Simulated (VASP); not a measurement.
Runs of VASP 6.6.1 on CdS (Greenockite). The structure is that of space group P6_3mc (No. 186), or close to it. The cells are those of the table. 

| cell | gap on the mesh (eV) | pressure (GPa) | largest force (eV/Å) |
| --- | --- | --- | --- |
| a = 4.184, b = 4.184, c = 6.793 Å, angles 90.0, 90.0, 120.0°, 4 atoms | 1.14 | (b) | 0.06 |
| a = 4.218, b = 4.218, c = 6.847 Å, angles 90.0, 90.0, 120.0°, 4 atoms | 1.08 | -0.4 | 0.06 |
| a = 4.115, b = 4.115, c = 6.680 Å, angles 90.0, 90.0, 120.0°, 4 atoms | 1.26 | 4.1 | 0.07 |
| a = 4.284, b = 4.284, c = 6.954 Å, angles 90.0, 90.0, 120.0°, 4 atoms | 0.97 | -2.5 | 0.05 |
| a = 4.080, b = 4.080, c = 6.623 Å, angles 90.0, 90.0, 120.0°, 4 atoms | 1.32 | 6.1 | 0.08 |
| a = 4.150, b = 4.150, c = 6.737 Å, angles 90.0, 90.0, 120.0°, 4 atoms | 1.20 | (a) | 0.07 |
| a = 4.044, b = 4.044, c = 6.564 Å, angles 90.0, 90.0, 120.0°, 4 atoms | 1.38 | 8.4 | 0.08 |
| a = 4.251, b = 4.251, c = 6.901 Å, angles 90.0, 90.0, 120.0°, 4 atoms | 1.02 | -1.5 | 0.05 |

Alike in all rows: task single point; level PBE; potentials or basis VASP PAW PBE potentials, release 64 (Cd, S); no spin polarisation; k mesh 6 × 6 × 4; cutoff (eV) 520; smearing methfessel-paxton 0.05 eV.

Estimate the missing entries.

(a) 2.4; (b) 0.9.

A k mesh can miss the band edges, and the runs leave out spin-orbit coupling on Cd.
